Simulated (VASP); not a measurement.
Set up this calculation in VASP 6.6.1, as the native input.

| Item | Value |
| --- | --- |
| Task | electric field gradients |
| Functional | PBE |
| Potentials or basis | VASP PAW PBE potentials, release 64 (Al, Pt) |
| Cutoff | 520 eV |
| k mesh | 11 × 11 × 11 |
| Occupations | fermi-dirac, width 0.05 eV |
| Spin | no spin polarisation |
| Dipole correction | no |
| Further INCAR settings | ALGO = Normal; EDIFF = 1e-08; NBANDS = 15 |

The structure of Al2Pt lies in POSCAR:

```
Al2Pt
1.0
    0.0000000000      2.9735292329      2.9735292329
    2.9735292329      0.0000000000      2.9735292329
    2.9735292329      2.9735292329      0.0000000000
Al Pt
2 1
Direct
    0.2500000000      0.2500000000      0.2500000000
    0.7500000000      0.7500000000      0.7500000000
    0.0000000000      0.0000000000      0.0000000000
```

One way to write it, as run:

INCAR

```
SYSTEM = Al2Pt
PREC     = Accurate       ! precision mode
ENCUT    = 520            ! plane-wave cutoff, eV
EDIFF    = 1E-8           ! SCF threshold, eV
ISMEAR   = -1             ! smearing method
SIGMA    = 0.05           ! smearing width, eV
LREAL    = .FALSE.        ! projectors in reciprocal space
LASPH    = .TRUE.         ! aspherical terms in the spheres
NELM     = 80             ! most SCF steps
ALGO     = Normal         ! electronic algorithm
ISIF     = 2              ! what is computed and relaxed
LWAVE    = .FALSE.        ! write WAVECAR
LCHARG   = .FALSE.        ! write CHGCAR
GGA      = PE             ! functional
LEFG     = .TRUE.       
NBANDS   = 15             ! bands
```

KPOINTS

```
Automatic mesh
0
G
  11 11 11
  0 0 0
```

Potentials or basis: VASP PAW PBE potentials, release 64 (Al, Pt).

Run with:

```sh
$ cat potpaw_PBE.64/Al/POTCAR potpaw_PBE.64/Pt/POTCAR > POTCAR
$ mpirun -np 1 vasp_std > vasp.out
```

Results of the run:

```yaml
Pressure: -0.2 GPa
Band_gap_on_the_k_mesh: zero (bands 8 and 9 overlap by 5.28 eV)
Largest_electric_field_gradient_by_atom: zero within the noise of the run
```

Caveat: spin-orbit coupling is left out, which moves the levels of the heavy elements.

Wall time 15 s on 1 thread of Intel(R) Xeon(R) 6975P-C (Granite Rapids), with other jobs on the host, peak memory 0.2 GiB.
